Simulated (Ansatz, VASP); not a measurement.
**Ru in VASP and in Ansatz**

```
Ru
1.0
     2.73701    0.00000    0.00000
    -1.36850    2.37032    0.00000
     0.00000    0.00000    4.30568
Ru
2
Direct
  0.33333 0.66667 0.25000
  0.66667 0.33333 0.75000
```

Alike in both runs: task single point; functional RPBE; k mesh 22 × 22 × 12; occupations fermi-dirac, width 0.05 eV; collinear spin.

```csv
,VASP,Ansatz
version,VASP 6.6.1,Ansatz 0.2.0
potentials or method,"VASP PAW PBE potentials, release 64 (Ru_pv), cutoff 520 eV","plane waves (420 eV) with PAW, scalar-relativistic"
valence electrons in the cell,28,32
```

|  | VASP | Ansatz | Ansatz less VASP |
| --- | --- | --- | --- |
| net moment per atom (μB) | 0.00 | 0.00 | 0.000 |

VASP's potentials were made for PBE, not for RPBE. VASP's potentials hold 28 valence electrons a cell and Ansatz's 32, so a difference there can come from the potentials and not from the codes. Ansatz's warnings: seeded moment not kept.
